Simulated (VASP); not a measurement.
Here is a VASP 6.6.1 calculation.

INCAR

```
SYSTEM = BeTe
ALGO = Normal ; EDIFF = 1E-6
ENCUT = 520 ; GGA = PE
ISIF = 2 ; ISMEAR = 0
LASPH = .TRUE. ; LCHARG = .FALSE.
LREAL = .FALSE. ; LWAVE = .FALSE.
NBANDS = 11 ; NELM = 80
PREC = Accurate ; SIGMA = 0.01
```

KPOINTS

```
k-points
0
G
  6 6 6
  0 0 0
```

POSCAR

```
BeTe
1.0
    0.0000000000      2.8286228834      2.8286228834
    2.8286228834      0.0000000000      2.8286228834
    2.8286228834      2.8286228834      0.0000000000
Be Te
1 1
Direct
    0.0000000000      0.0000000000      0.0000000000
    0.2500000000      0.2500000000      0.2500000000
```

Potentials or basis: VASP PAW PBE potentials, release 64 (Be, Te).

Command:

```bash
$ cat potpaw_PBE.64/Be/POTCAR potpaw_PBE.64/Te/POTCAR > POTCAR
$ mpirun -np 1 vasp_std > vasp.out
```

**Question.** What does it give for the band gap on the k mesh?

**Answer.** 2.01 eV, indirect (least direct gap 3.62 eV).

**Question.** What does it give for the pressure?

**Answer.** 0.4 GPa.

Caveat: spin-orbit coupling is left out, which moves the levels of the heavy elements. A k mesh can miss the band edges.
